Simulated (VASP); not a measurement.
Wanted: the native input for a VASP 6.6.1 run.

- Task: single point
- Functional: r2SCAN
- Potentials or basis: VASP PAW PBE potentials, release 64 (Na_pv, F)
- Cutoff: 520 eV
- k mesh: 10 × 10 × 10
- Occupations: gaussian, width 0.01 eV
- Spin: no spin polarisation
- Dipole correction: no
- Further INCAR settings: ALGO = Normal; EDIFF = 1e-06; NBANDS = 14

Crystal: NaF.

```
Na F
1.0
     2.79349   -0.00475    0.00000
    -0.00475    2.79349    0.00000
     0.00000    0.00000    2.79349
Na F
1 1
Cartesian
  0.0000 0.0000 0.0000
  1.3944 1.3944 1.3967
```

This cell differs from its parent crystal: shear xy strain -0.3%.

These files were run (other wordings do the same):

POSCAR

```
NaF
1.0
    2.7934852186     -0.0047489249      0.0000000000
   -0.0047489249      2.7934852186      0.0000000000
    0.0000000000      0.0000000000      2.7934852186
Na F
1 1
Direct
    0.0000000000      0.0000000000      0.0000000000
    0.5000000000      0.5000000000      0.5000000000
```

INCAR.step1

```
SYSTEM = NaF
ALGO     = Normal         ! electronic algorithm
EDIFF    = 1E-4           ! SCF threshold, eV
ENCUT    = 520            ! plane-wave cutoff, eV
GGA      = PE             ! functional
ISMEAR   = 0              ! smearing method
LASPH    = .TRUE.         ! aspherical terms in the spheres
LCHARG   = .FALSE.        ! write CHGCAR
LREAL    = .FALSE.        ! projectors in reciprocal space
LWAVE    = .TRUE.         ! write WAVECAR
NBANDS   = 14             ! bands
NELM     = 80             ! most SCF steps
PREC     = Accurate       ! precision mode
SIGMA    = 0.01           ! smearing width, eV
```

INCAR.step2

```
SYSTEM = NaF
ALGO     = Normal         ! electronic algorithm
EDIFF    = 1E-6           ! SCF threshold, eV
ENCUT    = 520            ! plane-wave cutoff, eV
ISIF     = 2              ! what is computed and relaxed
ISMEAR   = 0              ! smearing method
ISTART   = 1            
LASPH    = .TRUE.         ! aspherical terms in the spheres
LCHARG   = .FALSE.        ! write CHGCAR
LMIXTAU  = .TRUE.       
LREAL    = .FALSE.        ! projectors in reciprocal space
LWAVE    = .FALSE.        ! write WAVECAR
METAGGA  = R2SCAN         ! meta-GGA
NBANDS   = 14             ! bands
NELM     = 80             ! most SCF steps
PREC     = Accurate       ! precision mode
SIGMA    = 0.01           ! smearing width, eV
```

KPOINTS

```
k-points
0
G
  10 10 10
  0 0 0
```

Potentials or basis: VASP PAW PBE potentials, release 64 (Na_pv, F).

Launch:

```sh
$ cat potpaw_PBE.64/Na_pv/POTCAR potpaw_PBE.64/F/POTCAR > POTCAR
$ cp INCAR.step1 INCAR
$ mpirun -np 1 vasp_std > vasp.out
$ cp INCAR.step2 INCAR
$ mpirun -np 1 vasp_std > vasp.out
```

Results of the run:

- Pressure: -0.8 GPa
- Band gap on the k mesh: 7.12 eV, indirect (least direct gap 7.45 eV)

Caveat: the cell differs from its parent crystal (shear xy strain -0.3%); the PAW data sets were made with another functional, which shifts forces and pressure a little.

It took 74 s on 1 thread of Intel(R) Xeon(R) Platinum 8375C CPU @ 2.90GHz (Ice Lake), on a shared host, peak memory 0.17 GiB.
